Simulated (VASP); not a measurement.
Wanted: the native input for a VASP 6.6.1 run.

```
Task                   : single point
Functional             : PBE
Potentials or basis    : VASP PAW PBE potentials, release 64 (Pb_d, Se)
Cutoff                 : 500 eV
k mesh                 : 3 × 3 × 3
Occupations            : gaussian, width 0.01 eV
Spin                   : no spin polarisation
Dipole correction      : no
Further INCAR settings : ALGO = Normal; EDIFF = 1e-06; NBANDS = 17
```

The structure of PbSe (Clausthalite) lies in POSCAR:

```
PbSe
1.0
    0.0000000000      3.0606500000      3.0606500000
    3.0606500000      0.0000000000      3.0606500000
    3.0606500000      3.0606500000      0.0000000000
Pb Se
1 1
Direct
    0.0000000000      0.0000000000      0.0000000000
    0.5000000000      0.5000000000      0.5000000000
```

These files were run (other wordings do the same):

INCAR

```
  ALGO = Normal
  EDIFF = 1E-6
  ENCUT = 500
  GGA = PE
  GGA_COMPAT = False
  ISIF = 2
  ISMEAR = 0
  LASPH = True
  LCHARG = False
  LREAL = False
  LWAVE = False
  NBANDS = 17
  NELM = 120
  PREC = Accurate
  SIGMA = 0.01
```

KPOINTS

```
k-points
0
Gamma
  3 3 3
```

Potentials or basis: VASP PAW PBE potentials, release 64 (Pb_d, Se).

Launch:

```bash
$ cat potpaw_PBE.64/Pb_d/POTCAR potpaw_PBE.64/Se/POTCAR > POTCAR
$ mpirun -np 1 vasp_std > vasp.out
```

Results of the run:

```json
{
  "Pressure": "1.5 GPa"
}
```

Caveat: the k points lie up to 0.59 Å⁻¹ apart.

It took 4.6 s on 1 thread of Intel(R) Xeon(R) 6975P-C (Granite Rapids), with other jobs on the host, peak memory 0.17 GiB.
